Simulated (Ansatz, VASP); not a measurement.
Ag in VASP and in Ansatz

```
Ag
1.0
    -1.65565    1.76426    1.76426
     1.65565   -1.54704    1.54704
     1.65565    1.54704   -1.54704
Ag
1
Direct
  0.00000 0.00000 0.00000
```

Change from the starting cell: strain +0.1312 x Voigt [0, 0, 0, 1, 0, 0], atoms carried along.

Alike in both runs: task single point; functional PBE; k mesh 20 × 20 × 20; occupations gaussian, width 0.15 eV; no spin polarisation.

|  | VASP | Ansatz |
| --- | --- | --- |
| version | VASP 6.6.1 | Ansatz 0.2.0 |
| potentials or method | VASP PAW PBE potentials, release 64 (Ag), cutoff 520 eV | scalar-relativistic, plane waves, PAW |
| valence electrons in the cell | 11 | 19 |

|  | VASP | Ansatz | Ansatz less VASP |
| --- | --- | --- | --- |
| gap on the k mesh at the Fermi level (eV) | none | none | - |
| pressure (GPa) | 1.1 | 1.1 | +0.08 |
| traceless stress, the component that is largest in VASP (GPa) | -6.85 | -6.91 | -0.058 |

A gap of «none» marks a metal or a gap that the smearing closes. The functional is the same, so the differences come from potentials, cutoffs and numerics. VASP's potentials hold 11 valence electrons a cell and Ansatz's 19, so a difference there can come from the potentials and not from the codes.
